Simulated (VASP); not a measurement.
# BaS (P-6m2) in VASP: settings compared, part 2 of 2

VASP 6.6.1.

## (4) Relaxation of cell and atoms, PBE

This run uses another cell than the first one, of 32.76 Å³/atom, 0.998 times its volume.

File INCAR:

```
PREC = Accurate
ENCUT = 600
EDIFF = 1E-7
ISMEAR = 0
SIGMA = 0.02
LREAL = F
LASPH = T
NELM = 80
ALGO = Normal
ISIF = 3
LWAVE = F
LCHARG = F
GGA = PE
IBRION = 2
NSW = 100
EDIFFG = -0.01
```

File KPOINTS:

```
Automatic mesh
0
Gamma
  6 6 8
```

File POSCAR:

```
BaS
1.0
    4.3676983515      0.0000000000      0.0000000000
   -2.1838491758      3.7825377285      0.0000000000
    0.0000000000      0.0000000000      3.9656815600
Ba S
1 1
Direct
    0.0000000000      0.0000000000      0.5000000000
    0.6666666667      0.3333333333      0.0000000000
```

Potentials or basis: VASP PAW PBE potentials, release 64 (Ba_sv, S).

Run with:

```console
cat potpaw_PBE.64/Ba_sv/POTCAR potpaw_PBE.64/S/POTCAR > POTCAR
mpirun -np 1 vasp_std > vasp.out
```

OUTCAR:

```text
PREC = Accurate
   ENCUT = 600
   EDIFF = 1E-7
   ISMEAR = 0
   LREAL = F
   LASPH = T
   NELM = 80
   ISIF = 3
   GGA = PE
   IBRION = 2
   NSW = 100
   EDIFFG = -0.01

 ion  position               nearest neighbor table
   1  0.000  0.000  0.500-   2 3.21   2 3.21   2 3.21   2 3.21   2 3.21   2 3.21
   2  0.667  0.333  0.000-   1 3.21   1 3.21   1 3.21   1 3.21   1 3.21   1 3.21

  LATTYP: Found a hexagonal cell.
 ALAT       =     4.3676983515
 C/A-ratio  =     0.9079568324

  Lattice vectors:

 A1 = (   4.3676983515,   0.0000000000,   0.0000000000)
 A2 = (  -2.1838491758,   3.7825377285,   0.0000000000)
 A3 = (   0.0000000000,   0.0000000000,   3.9656815600)

Analysis of symmetry for initial positions (statically):
=====================================================================
 Subroutine PRICEL returns:
 Original cell was already a primitive cell.

 Routine SETGRP: Setting up the symmetry group for a
 hexagonal supercell.

 Subroutine GETGRP returns: Found 12 space group operations
 (whereof 12 operations were pure point group operations)
 out of a pool of 24 trial point group operations.

The static configuration has the point symmetry D_3h.

Analysis of symmetry for dynamics (positions and initial velocities):
=====================================================================
 Subroutine PRICEL returns:
 Original cell was already a primitive cell.

 Routine SETGRP: Setting up the symmetry group for a
 hexagonal supercell.

 Subroutine GETGRP returns: Found 12 space group operations
 (whereof 12 operations were pure point group operations)
 out of a pool of 24 trial point group operations.

The dynamic configuration has the point symmetry D_3h.

 Subroutine INISYM returns: Found 12 space group operations
 (whereof 12 operations are pure point group operations),
 and found     1 'primitive' translations

----------------------------------------------------------------------------------------

[... 130 lines left out ...]
   NGX = 17   NGY = 17   NGZ = 15

--------------------------------------- Ionic step        1  -------------------------------------------

 number of electron      15.9999999 magnetization

 Free energy of the ion-electron system (eV)
  ---------------------------------------------------
  ext. energy  EPLUGINS =         0.00000000
  ---------------------------------------------------
  free energy    TOTEN  =        -9.91352079 eV

  energy without entropy =       -9.91352079  energy(sigma->0) =       -9.91352079

------------------------ aborting loop because EDIFF is reached ----------------------------------------

  FORCE on cell =-STRESS in cart. coord.  units (eV):
  Direction    XX          YY          ZZ          XY          YZ          ZX
  --------------------------------------------------------------------------------------
  -------------------------------------------------------------------------------------
  Total        0.2416871      0.2416871      0.4297636     -0.0000000     -0.0000000      0.0000000
  in kB        5.9103098      5.9103098     10.5096071     -0.0000000     -0.0000000      0.0000000
  external PRESSURE =       7.4434089 kB  Pullay stress =       0.0000000 kB
[... 59 lines left out ...]
--------------------------------------- Ionic step        3  -------------------------------------------

 number of electron      15.9999998 magnetization

 Free energy of the ion-electron system (eV)
  ---------------------------------------------------
  ext. energy  EPLUGINS =         0.00000000
  ---------------------------------------------------
  free energy    TOTEN  =        -9.91640880 eV

  energy without entropy =       -9.91640880  energy(sigma->0) =       -9.91640880

 E-fermi :   1.9029     XC(G=0):  -8.5036

 val. band max:        1.7606518224   @ k =   0.0000   0.0000   0.0000
 cond. band min:       3.7509003845   @ k =   0.0000   0.0000   0.0000
 fundamental gap:      1.9902485620
 Fermi energy:         1.9028591143

 k-point     1 :       0.0000    0.0000    0.0000
  band No.  band energies     occupation
      1     -24.9839      2.00000
      2     -10.0422      2.00000
      3     -10.0422      2.00000
      4      -9.8961      2.00000
      5      -8.9082      2.00000
      6       0.9839      2.00000
      7       0.9839      2.00000
      8       1.7607      2.00000
      9       3.7509      0.00000
     10       4.7668      0.00000
     11       7.2483      0.00000
     12       7.2483      0.00000
[... 331 lines left out ...]
 k-point    24 :       0.3333    0.0000    0.3750
  band No.  band energies     occupation
      1     -24.9072      2.00000
      2     -10.6731      2.00000
      3     -10.3434      2.00000
      4     -10.0462      2.00000
      5      -8.2680      2.00000
      6       0.0454      2.00000
      7       0.7425      2.00000
      8       0.7571      2.00000
      9       4.9248      0.00000
     10       6.4891      0.00000
     11       7.0803      0.00000
     12       8.2890      0.00000

 [... further k-points ...]
[... 5 lines left out ...]
  --------------------------------------------------------------------------------------
  -------------------------------------------------------------------------------------
  Total        0.0012971      0.0012971      0.0000904     -0.0000000      0.0000000      0.0000000
  in kB        0.0311645      0.0311645      0.0021715     -0.0000000      0.0000000      0.0000000
  external PRESSURE =       0.0215001 kB  Pullay stress =       0.0000000 kB
[... 17 lines left out ...]
  FREE ENERGIE OF THE ION-ELECTRON SYSTEM (eV)
  ---------------------------------------------------
  free  energy   TOTEN  =        -9.9164088050 eV

  energy  without entropy=       -9.9164088050  energy(sigma->0) =       -9.91640880

 reached required accuracy - stopping structural energy minimisation
```

CONTCAR:

```text
BaS
   1.00000000000000
     4.3881380934480774   -0.0000000000002702    0.0000000000000000
    -2.1940690467745068    3.8002390642744399   -0.0000000000000000
     0.0000000000000000   -0.0000000000000000    3.9986817805284818
  Ba              S
     1     1
Direct
     0.0000000000000000    0.0000000000000000    0.5000000000000000
     0.6666666667000030    0.3333333332999970    0.0000000000000000

  0.00000000E+00  0.00000000E+00  0.00000000E+00
  0.00000000E+00  0.00000000E+00  0.00000000E+00
```

Run time: 33 s. Hardware: 1 thread of Intel Xeon 6975P-C (Granite Rapids), shared host; peak memory 0.21 GiB.

Results:

```yaml
Free_energy: -9.9164 eV
Relaxed_volume: 33.34 Å³/atom
Relaxed_cell: a = 4.388 Å, b = 4.388 Å, c = 3.999 Å, α = 90.00°, β = 90.00°, γ = 120.00°
Space_group_after_relaxing_to_0.05_Å: P-6m2 (No. 187)
Energy_gained_by_relaxing: 1.4 meV/atom
Ionic_steps: 3
Pressure_after_relaxing: 0.0 GPa
Band_gap_on_the_k_mesh: 1.99 eV, direct
```

The path:
| step | energy change (eV) | largest force (eV/Å) | pressure (GPa) | volume (Å³) |
| --- | --- | --- | --- | --- |
| 1 | 0.0000 | 0.0000 | 0.74 | 65.52 |
| 2 | -0.0027 | 0.0000 | -0.17 | 66.97 |
| 3 | -0.0029 | 0.0000 | 0.00 | 66.68 |

Final structure:
```cif
data_structure
_symmetry_space_group_name_H-M 'P 1'
_symmetry_Int_Tables_number 1
_cell_length_a 4.3881
_cell_length_b 4.3881
_cell_length_c 3.9987
_cell_angle_alpha 90.000
_cell_angle_beta 90.000
_cell_angle_gamma 120.000
_cell_volume 66.68
loop_
_atom_site_label
_atom_site_type_symbol
_atom_site_fract_x
_atom_site_fract_y
_atom_site_fract_z
_atom_site_occupancy
Ba1 Ba 0.00000 0.00000 0.50000 1
S1 S 0.66667 0.33333 0.00000 1
```

Caveat: spin-orbit coupling is left out, which moves the levels of the heavy elements. A k mesh can miss the band edges.

## (5) Overview

```tsv
task	level	cell	k mesh	cutoff (eV)	smearing	gap on the mesh (eV)	pressure (GPa)	relaxed volume (Å³/atom)
single point	r2SCAN	a = 4.366, b = 4.366, c = 3.978 Å, angles 90.0, 90.0, 120.0°, 2 atoms	6 × 6 × 8	520	gaussian 0.02 eV	2.34	0.5	-
relaxation of cell and atoms	PBE	relaxed from a = 5.167, b = 5.167, c = 3.410 Å, angles 90.0, 90.0, 120.0°, 2 atoms	6 × 6 × 6	600	gaussian 0.1 eV	1.99	0.0	33.32
relaxation of cell and atoms	PBE	relaxed from a = 4.368, b = 4.368, c = 3.966 Å, angles 90.0, 90.0, 120.0°, 2 atoms	6 × 6 × 8	600	gaussian 0.02 eV	1.99	0.0	33.34
```

Alike in all rows: potentials or basis VASP PAW PBE potentials, release 64 (Ba_sv, S); no spin polarisation.

Caveats: spin-orbit coupling is left out, which moves the levels of the heavy elements; the PAW data sets were made with another functional, which shifts forces and pressure a little (some runs); the volume moved by over 15 % at a fixed basis, so the end points are rough (some runs).

Total energies depend on the potentials used, so only differences within one code and one set of settings carry meaning.
